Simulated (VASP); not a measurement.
# S (R-3) in VASP: settings compared

The runs below take S through single point, with PBE, r2SCAN.

All numbers are computed with VASP 6.6.1; they aren't measurements. Logs are shortened: lines on timing, memory, paths and dates and some standing lists are left out, and cuts for length are marked.

## Step 1: The cell of the first run

Symmetry: R-3, No. 148, trigonal system. The conventional cell has a = 10.722 Å, b = 10.722 Å, c = 4.185 Å, α = 90.00°, β = 90.00°, γ = 120.00°. Within 2.7 Å of S (site symmetry 1) lie 2 S at 2.07 Å.

## Step 2: Single point, PBE

INCAR

```
PREC = Accurate
ENCUT = 520
EDIFF = 1E-7
ISMEAR = 0
SIGMA = 0.01
LREAL = F
LASPH = T
NELM = 80
ALGO = Normal
ISIF = 2
LWAVE = F
LCHARG = T
GGA = PE
LELF = T
LVHAR = T
NBANDS = 27
```

KPOINTS

```
Automatic mesh
0
Gamma
  6 6 6
```

POSCAR

```
S
1.0
    5.3612127041      3.0952975979      1.3949463222
   -5.3612127041      3.0952975979      1.3949463222
    0.0000000000     -6.1905951958      1.3949463221
S
6
Direct
    0.2551978010      0.1485570036      0.9142443515
    0.9142443515      0.2551978010      0.1485570036
    0.1485570036      0.9142443515      0.2551978010
    0.7448021990      0.8514429964      0.0857556485
    0.0857556485      0.7448021990      0.8514429964
    0.8514429964      0.0857556485      0.7448021990
```

Potentials or basis: VASP PAW PBE potentials, release 64 (S).

Command:

```console
cat potpaw_PBE.64/S/POTCAR > POTCAR
mpirun -np 1 vasp_std > vasp.out
```

OUTCAR:

```text
PREC = Accurate
   ENCUT = 520
   EDIFF = 1E-7
   ISMEAR = 0
   LREAL = F
   LASPH = T
   NELM = 80
   ISIF = 2
   GGA = PE

 ion  position               nearest neighbor table
   1  0.255  0.149  0.914-   6 2.07   5 2.07
   2  0.914  0.255  0.149-   6 2.07   4 2.07
   3  0.149  0.914  0.255-   5 2.07   4 2.07
   4  0.745  0.851  0.086-   3 2.07   2 2.07
   5  0.086  0.745  0.851-   3 2.07   1 2.07
   6  0.851  0.086  0.745-   2 2.07   1 2.07

  LATTYP: Found a trigonal (rhomboedric) cell.
 ALAT       =     6.3458131173
 COS(alpha) =    -0.4275177452

  Lattice vectors:

 A1 = (   5.3612127041,   3.0952975979,   1.3949463222)
 A2 = (  -5.3612127041,   3.0952975979,   1.3949463222)
 A3 = (   0.0000000000,  -6.1905951958,   1.3949463221)

Analysis of symmetry for initial positions (statically):
=====================================================================
 Subroutine PRICEL returns:
 Original cell was already a primitive cell.

 Routine SETGRP: Setting up the symmetry group for a
 trigonal (rhombohedral) supercell.

 Subroutine GETGRP returns: Found  6 space group operations
 (whereof  6 operations were pure point group operations)
 out of a pool of 12 trial point group operations.

The static configuration has the point symmetry S_6 .

Analysis of symmetry for dynamics (positions and initial velocities):
=====================================================================
 Subroutine PRICEL returns:
 Original cell was already a primitive cell.

 Routine SETGRP: Setting up the symmetry group for a
 trigonal (rhombohedral) supercell.

 Subroutine GETGRP returns: Found  6 space group operations
 (whereof  6 operations were pure point group operations)
 out of a pool of 12 trial point group operations.

The dynamic configuration has the point symmetry S_6 .

 Subroutine INISYM returns: Found  6 space group operations
 (whereof  6 operations are pure point group operations),
 and found     1 'primitive' translations

----------------------------------------------------------------------------------------

                                     Primitive cell

  volume of cell :     138.8910

  direct lattice vectors                    reciprocal lattice vectors
     5.361212704  3.095297598  1.394946322     0.093262481  0.053845119  0.238957821
    -5.361212704  3.095297598  1.394946322    -0.093262481  0.053845119  0.238957821
     0.000000000 -6.190595196  1.394946322     0.000000000 -0.107690237  0.238957821

  length of vectors
     6.345813117  6.345813117  6.345813117     0.262103085  0.262103085  0.262103085

  position of ions in fractional coordinates (direct lattice)
     0.255197801  0.148557004  0.914244352
     0.914244352  0.255197801  0.148557004
     0.148557004  0.914244352  0.255197801
     0.744802199  0.851442996  0.085755648
     0.085755648  0.744802199  0.851442996
     0.851442996  0.085755648  0.744802199

  ion indices of the primitive-cell ions
   primitive index   ion index
                 1           1
                 2           2
                 3           3
                 4           4
                 5           5
                 6           6

----------------------------------------------------------------------------------------

 KPOINTS: Automatic mesh

Automatic generation of k-mesh.
 Grid dimensions read from file:
 generate k-points for:    6    6    6

 Generating k-lattice:

  Cartesian coordinates                     Fractional coordinates (reciprocal lattice)
     0.015543747  0.008974186  0.039826303     0.166666667  0.000000000  0.000000000
    -0.015543747  0.008974186  0.039826303     0.000000000  0.166666667  0.000000000
     0.000000000 -0.017948373  0.039826303    -0.000000000 -0.000000000  0.166666667

  Length of vectors
     0.043683848  0.043683848  0.043683848

  Shift w.r.t. Gamma in fractional coordinates (k-lattice)
     0.000000000  0.000000000  0.000000000

 Subroutine IBZKPT returns following result:
 ===========================================

 Found     40 irreducible k-points:

 Following reciprocal coordinates:
            Coordinates               Weight
  0.000000  0.000000  0.000000      1.000000
  0.166667  0.000000 -0.000000      6.000000
  0.333333  0.000000 -0.000000      6.000000
  0.500000  0.000000 -0.000000      3.000000
  0.166667  0.166667 -0.000000      6.000000
  0.333333  0.166667 -0.000000      6.000000
[... 16 lines left out ...]
  0.333333  0.333333  0.166667      6.000000
  0.500000  0.333333  0.166667      6.000000
 [... further k-points ...]
   k-points           NKPTS =     40   k-points in BZ     NKDIM =     40   number of bands    NBANDS=     27
   number of dos      NEDOS =    301   number of ions     NIONS =      6
   total plane-waves  NPLWV = 110592
   dimension x,y,z NGX =    48 NGY =   48 NGZ =   48
   dimension x,y,z NGXF=    96 NGYF=   96 NGZF=   96
   ions per type =               6
   NGX,Y,Z   is equivalent  to a cutoff of  12.57, 12.57, 12.57 a.u.
   NGXF,Y,Z  is equivalent  to a cutoff of  25.15, 25.15, 25.15 a.u.
 SYSTEM =  unknown system
   PREC   = accura    normal or accurate (medium, high low for compatibility)
   ISTART =      0    job   : 0-new  1-cont  2-samecut
   ICHARG =      2    charge: 1-file 2-atom 10-const
   ISPIN  =      1    spin polarized calculation?
   LNONCOLLINEAR =      F non collinear calculations
   LSORBIT =      F    spin-orbit coupling
   LASPH  =      T    aspherical Exc in radial PAW
   ENCUT  =  520.0 eV  38.22 Ry    6.18 a.u.  11.80 11.80 11.80*2*pi/ulx,y,z
   NELM   =     80;   NELMIN=  2; NELMDL= -5     # of ELM steps
   EDIFF  = 0.1E-06   stopping-criterion for ELM
   LREAL  =      F    real-space projection
   EDIFFG = 0.1E-05   stopping-criterion for IOM
   NSW    =      0    number of steps for IOM
   IBRION =     -1    ionic relax: 0-MD 1-quasi-New 2-CG
   NFREE  =      0    steps in history (QN), initial steepest desc. (CG)
   ISIF   =      2    stress and relaxation
   ISYM   =      2    0-nonsym 1-usesym 2-fastsym
   POTIM  = 0.5000    time-step for ionic-motion
   TEBEG  =    0.0;   TEEND  =   0.0 temperature during run
   PSTRESS=    0.0 pullay stress
   NELECT =      36.0000    total number of electrons
   NUPDOWN=      -1.0000    fix difference up-down
   EMIN   =  10.00;   EMAX   =-10.00  energy-range for DOS
   EFERMI =   0.00;   METHOD = LEGACY
   ISMEAR =     0;   SIGMA  =   0.01  broadening in eV -4-tet -1-fermi 0-gaus
   EFERMI_NEDOS =   21; number of points for ismear=-14 and -15
   IALGO  =     38    algorithm
   IMIX   =      4    mixing-type and parameters
     AMIX     =   0.40;   BMIX     =  1.00
     AMIX_MAG =   1.60;   BMIX_MAG =  1.00
  volume/ion in A,a.u.               =      23.15       156.21
  Fermi-wavevector in a.u.,A,eV,Ry     =   1.043801  1.972497 14.823819  1.089520
  Thomas-Fermi vector in A             =   2.178526
   LORBIT       =      0    0 simple, 1 ext, 2 COOP (PROOUT), +10 PAW based schemes
   GGA     = PE    functional components
   LHFCALC =     F    Hartree Fock is set to
   AEXX    =    0.0000 exact exchange contribution
   IVDW    =     0    specifies the selected vdW correction
   LEPSILON=     F    determine dielectric tensor
   LRPA    =     F    only Hartree local field effects (RPA)
 non-spin polarized calculation
 Gauss-broadening in eV      SIGMA  =   0.01
  energy-cutoff  :      520.00
  volume of cell :      138.89
 maximum number of plane-waves:      3791
   NGX = 23   NGY = 23   NGZ = 23

 number of electron      36.0000002 magnetization

 Free energy of the ion-electron system (eV)
  ---------------------------------------------------
  ext. energy  EPLUGINS =         0.00000000
  ---------------------------------------------------
  free energy    TOTEN  =       -24.22809046 eV

  energy without entropy =      -24.22809046  energy(sigma->0) =      -24.22809046

 E-fermi :   3.1497     XC(G=0):  -8.7867

 val. band max:        3.1096409014   @ k =   0.5000   0.5000   0.5000
 cond. band min:       5.0359499148   @ k =   0.3333  -0.1667  -0.3333
 fundamental gap:      1.9263090134
 Fermi energy:         3.1497101579

 k-point     1 :       0.0000    0.0000    0.0000
  band No.  band energies     occupation
      1     -13.7596      2.00000
      2     -11.7787      2.00000
      3     -11.7787      2.00000
      4      -8.6526      2.00000
      5      -8.6526      2.00000
      6      -5.8107      2.00000
[... 19 lines left out ...]
     26      10.0288      0.00000
     27      10.0294      0.00000

 k-point     2 :       0.1667    0.0000   -0.0000
  band No.  band energies     occupation
      1     -13.7030      2.00000
      2     -11.8090      2.00000
      3     -11.7755      2.00000
      4      -8.6382      2.00000
      5      -8.5759      2.00000
      6      -5.8854      2.00000
[... 19 lines left out ...]
     26       9.9026      0.00000
     27      10.1474      0.00000

 k-point     3 :       0.3333    0.0000   -0.0000
  band No.  band energies     occupation
      1     -13.5815      2.00000
      2     -11.8738      2.00000
      3     -11.7693      2.00000
      4      -8.6087      2.00000
      5      -8.4169      2.00000
      6      -6.0692      2.00000
[... 19 lines left out ...]
     26      10.2281      0.00000
     27      10.5158      0.00000

 k-point     4 :       0.5000    0.0000   -0.0000
  band No.  band energies     occupation
      1     -13.5157      2.00000
      2     -11.9092      2.00000
      3     -11.7662      2.00000
      4      -8.5937      2.00000
      5      -8.3338      2.00000
      6      -6.1754      2.00000
[... 19 lines left out ...]
     26      10.5909      0.00000
     27      11.0598      0.00000
[... 516 lines left out ...]
      4      -8.6432      2.00000
      5      -8.5290      2.00000
      6      -5.7937      2.00000
[... 19 lines left out ...]
     26       9.9446      0.00000
     27      10.3912      0.00000

 k-point    23 :       0.3333    0.3333    0.1667
  band No.  band energies     occupation
      1     -13.5171      2.00000
      2     -12.0742      2.00000
      3     -11.9485      2.00000
      4      -8.5454      2.00000
      5      -8.3408      2.00000
      6      -5.8316      2.00000
[... 19 lines left out ...]
     26       9.6699      0.00000
     27      10.0897      0.00000

 k-point    24 :       0.5000    0.3333    0.1667
  band No.  band energies     occupation
      1     -13.5498      2.00000
      2     -12.1189      2.00000
      3     -11.9313      2.00000
      4      -8.6521      2.00000
      5      -8.3448      2.00000
      6      -5.5799      2.00000
[... 19 lines left out ...]
     26       9.7014      0.00000
     27      10.2039      0.00000

 [... further k-points ...]

------------------------ aborting loop because EDIFF is reached ----------------------------------------

  FORCE on cell =-STRESS in cart. coord.  units (eV):
  Direction    XX          YY          ZZ          XY          YZ          ZX
  --------------------------------------------------------------------------------------
  -------------------------------------------------------------------------------------
  Total        1.4599907      1.4599907      1.7531810      0.0000001      0.0000000      0.0000000
  in kB       16.8417214     16.8417214     20.2238178      0.0000014      0.0000000      0.0000000
  external PRESSURE =      17.9690868 kB  Pullay stress =       0.0000000 kB

 VOLUME and BASIS-vectors are now :
 -----------------------------------------------------------------------------
  energy-cutoff  :      520.00
  volume of cell :      138.89
      direct lattice vectors                 reciprocal lattice vectors
     5.361212704  3.095297598  1.394946322     0.093262481  0.053845119  0.238957821
    -5.361212704  3.095297598  1.394946322    -0.093262481  0.053845119  0.238957821
     0.000000000 -6.190595196  1.394946322     0.000000000 -0.107690237  0.238957821

 POSITION                                       TOTAL-FORCE (eV/Angst)
 -----------------------------------------------------------------------------------
      0.57172     -4.40998      1.83854         0.019824      0.028791      0.031132
      3.53329      2.70012      1.83854        -0.034846      0.002773      0.031132
     -4.10501      1.70986      1.83854         0.015022     -0.031564      0.031132
     -0.57172      4.40998      2.34630        -0.019824     -0.028791     -0.031132
     -3.53329     -2.70012      2.34630         0.034846     -0.002773     -0.031132
      4.10501     -1.70986      2.34630        -0.015022      0.031564     -0.031132
 -----------------------------------------------------------------------------------
    total drift:                                0.000000     -0.000000     -0.000000

  FREE ENERGIE OF THE ION-ELECTRON SYSTEM (eV)
  ---------------------------------------------------
  free  energy   TOTEN  =       -24.2280904551 eV

  energy  without entropy=      -24.2280904551  energy(sigma->0) =      -24.22809046
```

Wall time 4.2 min (1 thread of Intel Xeon 8259CL, shared host); peak memory 0.35 GiB.

What came out:

```
Free energy            : -24.2281 eV
Pressure               : 1.8 GPa
Largest force          : 0.047 eV/Å
Band gap on the k mesh : 1.93 eV (least direct gap 2.01 eV)
```

Forces on the atoms (eV/Å):
```
S    0.020  0.029  0.031
S   -0.035  0.003  0.031
S    0.015 -0.032  0.031
S   -0.020 -0.029 -0.031
S    0.035 -0.003 -0.031
S   -0.015  0.032 -0.031
```

Levels at points of the mesh, in eV from the valence-band top:
| k point | band 14 | band 15 | band 16 | band 17 | band 18 | band 19 | band 20 | band 21 | band 22 | band 23 |
| --- | --- | --- | --- | --- | --- | --- | --- | --- | --- | --- |
| (0.00, 0.00, 0.00) | -1.29 | -1.06 | -1.06 | -0.91 | -0.91 | 2.19 | 2.19 | 3.29 | 3.29 | 3.61 |
| (0.50, 0.00, 0.00) | -1.69 | -1.41 | -1.20 | -0.79 | -0.24 | 2.31 | 2.70 | 2.88 | 3.71 | 3.82 |
| (0.50, 0.50, 0.00) | -1.56 | -1.40 | -1.28 | -1.12 | -0.76 | 2.09 | 2.66 | 3.18 | 3.21 | 3.91 |
| (0.50, 0.50, 0.50) | -1.78 | -1.78 | -1.34 | -1.34 | 0.00 | 2.01 | 2.01 | 2.65 | 3.97 | 4.75 |

Caveat: this functional lacks dispersion, which holds the molecules together, so the pressure and a relaxed volume are unreliable. A k mesh can miss the band edges.

## Step 3: Single point, r2SCAN

POSCAR is that of step 2.

INCAR.step1

```
SYSTEM = S
PREC = Accurate
ENCUT = 520
ISMEAR = 0
SIGMA = 0.01
LREAL = .FALSE.
LASPH = .TRUE.
NELM = 80
NBANDS = 27
GGA = PE
ALGO = Normal
EDIFF = 1E-4
LWAVE = .TRUE.
LCHARG = .FALSE.
```

INCAR.step2

```
SYSTEM = S
PREC = Accurate
ENCUT = 520
EDIFF = 1E-6
ISMEAR = 0
SIGMA = 0.01
LREAL = .FALSE.
LASPH = .TRUE.
NELM = 80
ALGO = Normal
ISIF = 2
LWAVE = .FALSE.
LCHARG = .FALSE.
METAGGA = R2SCAN
LMIXTAU = .TRUE.
NBANDS = 27
ISTART = 1
```

KPOINTS

```
regular mesh
0
G
  6 6 6
  0 0 0
```

Potentials or basis: VASP PAW PBE potentials, release 64 (S).

Command:

```console
cat potpaw_PBE.64/S/POTCAR > POTCAR
cp INCAR.step1 INCAR
mpirun -np 1 vasp_std > vasp.out
cp INCAR.step2 INCAR
mpirun -np 1 vasp_std > vasp.out
```

Wall time 16 min (1 thread of Intel Xeon 8259CL, shared host); peak memory 0.41 GiB.

It converged, with:

```yaml
Free_energy: -47.8510 eV
Pressure: 0.2 GPa
Largest_force: 0.192 eV/Å
Band_gap_on_the_k_mesh: 2.21 eV (least direct gap 2.26 eV)
```

Forces in eV/Å, atoms in the order of the input:
```
S   -0.043 -0.139 -0.126
S    0.141  0.032 -0.126
S   -0.099  0.106 -0.126
S    0.043  0.139  0.126
S   -0.141 -0.032  0.126
S    0.099 -0.106  0.126
```

Stress tensor (GPa, compression positive):
```
-0.02  0.00  0.00
 0.00 -0.02  0.00
 0.00  0.00  0.53
```

Levels at points of the mesh, in eV from the valence-band top:
```csv
k point,band 14,band 15,band 16,band 17,band 18,band 19,band 20,band 21,band 22,band 23
"(0.00, 0.00, 0.00)",-1.33,-1.11,-1.11,-0.97,-0.97,2.48,2.48,3.62,3.62,3.95
"(0.50, 0.00, 0.00)",-1.75,-1.48,-1.24,-0.84,-0.24,2.59,2.97,3.19,4.05,4.16
"(0.50, 0.50, 0.00)",-1.63,-1.46,-1.34,-1.18,-0.80,2.38,2.97,3.50,3.51,4.27
"(0.50, 0.50, 0.50)",-1.84,-1.84,-1.40,-1.40,0.00,2.26,2.26,2.96,4.27,5.13
```

Caveat: the PAW data sets were made with another functional, which shifts forces and pressure a little. A k mesh can miss the band edges.
